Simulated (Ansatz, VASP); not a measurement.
**Si2W in VASP and in Ansatz**

File INCAR:

```
SYSTEM = Si2W
ALGO = Normal
EDIFF = 1E-6
ENCUT = 520
GGA = PE
ISIF = 2
ISMEAR = 0
LASPH = .TRUE.
LCHARG = .FALSE.
LREAL = .FALSE.
LWAVE = .FALSE.
NBANDS = 18
NELM = 80
PREC = Accurate
SIGMA = 0.1
```

File KPOINTS:

```
k-points
0
G
  16 16 16
  0 0 0
```

Contents of POSCAR:

```
Si2W
1.0
   -1.6060000000      1.6060000000      3.9400000000
    1.6060000000     -1.6060000000      3.9400000000
    1.6060000000      1.6060000000     -3.9400000000
Si W
2 1
Direct
    0.3330000000      0.3610199253      0.0280199253
    0.6670000000      0.6670000000      0.0000000000
    0.0000000000      0.0000000000      0.0000000000
```

Input for Ansatz:

```yaml
crystal:
  lattice:
    - [-1.606, 1.606, 3.94]
    - [1.606, -1.606, 3.94]
    - [1.606, 1.606, -3.94]
  atoms:
    - { symbol: Si, position: [0.333, 0.3610199253, 0.0280199253] }
    - { symbol: Si, position: [0.667, 0.667, 0.0] }
    - { symbol: W, position: [0.0, 0.0, 0.0] }
basis:
  ecutwfc: 420
kpoints:
  mp_grid: { grid: [16, 16, 16] }
hamiltonian:
  xc: pbe
scf:
  occupations: { method: gaussian, width: 0.1 }
output:
  forces: true
  stress: true
  eigenvalues: true
```

Change from the starting cell: one atom moved.

Alike in both runs: task single point; functional PBE; k mesh 16 × 16 × 16; occupations gaussian, width 0.1 eV; no spin polarisation.

```csv
,VASP,Ansatz
version,VASP 6.6.1,Ansatz 0.2.0
potentials or method,"VASP PAW PBE potentials, release 64 (Si, W_sv), cutoff 520 eV","scalar-relativistic, plane waves, PAW"
valence electrons in the cell,22,22
```

Ansatz gave:

* gap on the k mesh at the Fermi level (eV): none
* pressure (GPa): 2.1
* traceless stress, the component that is largest in VASP (GPa): -1.76
* rms of the force components (eV/Å): 0.331

What did VASP give for the same quantities?

gap on the k mesh at the Fermi level (eV): none; pressure (GPa): 2.2; traceless stress, the component that is largest in VASP (GPa): -1.82; rms of the force components (eV/Å): 0.331.

Atom by atom the forces differ by 0.002 eV/Å (rms over components). A gap of «none» marks a metal or a gap that the smearing closes.

Neither program's run includes spin-orbit coupling.
